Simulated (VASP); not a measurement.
CaMg, 2 atoms in the cell. The structure is tetragonal, space group P4/mmm (No. 123). Conventional cell: a = 3.874 Å, b = 3.874 Å, c = 3.829 Å, α = 90.00°, β = 90.00°, γ = 90.00°. Within 4.4 Å of Ca (site symmetry 4/mmm) lie 8 Mg at 3.34 Å and 6 Ca at 3.83 to 3.87 Å. Within 4.4 Å of Mg (site symmetry 4/mmm) lie 8 Ca at 3.34 Å and 6 Mg at 3.83 to 3.87 Å. 

```yaml
Program: VASP 6.6.1
Task: single point
Functional: LDA
Potentials_or_basis: VASP PAW LDA potentials, release 64 (Ca_sv, Mg)
Cutoff: 520 eV
k_mesh: 10 × 10 × 12
Occupations: gaussian, width 0.1 eV
Spin: no spin polarisation
Dipole_correction: no
Further_INCAR_settings: ALGO = Normal; EDIFF = 1e-07; NBANDS = 13
```

Potentials or basis: VASP PAW LDA potentials, release 64 (Ca_sv, Mg).

Run with:

```sh
$ cat potpaw_LDA.64/Ca_sv/POTCAR potpaw_LDA.64/Mg/POTCAR > POTCAR
$ mpirun -np 1 vasp_std > vasp.out
```

Hardware: 1 thread of AMD EPYC 9R45 96-Core Processor (Zen 5), on a shared host.

**Question.** Estimate the wall time of this run.

**Answer.** Run time: 35 s on 1 thread of AMD EPYC 9R45 96-Core Processor (Zen 5) (shared host), peak memory 0.21 GiB. Counts: scf iterations 12, k points 147.
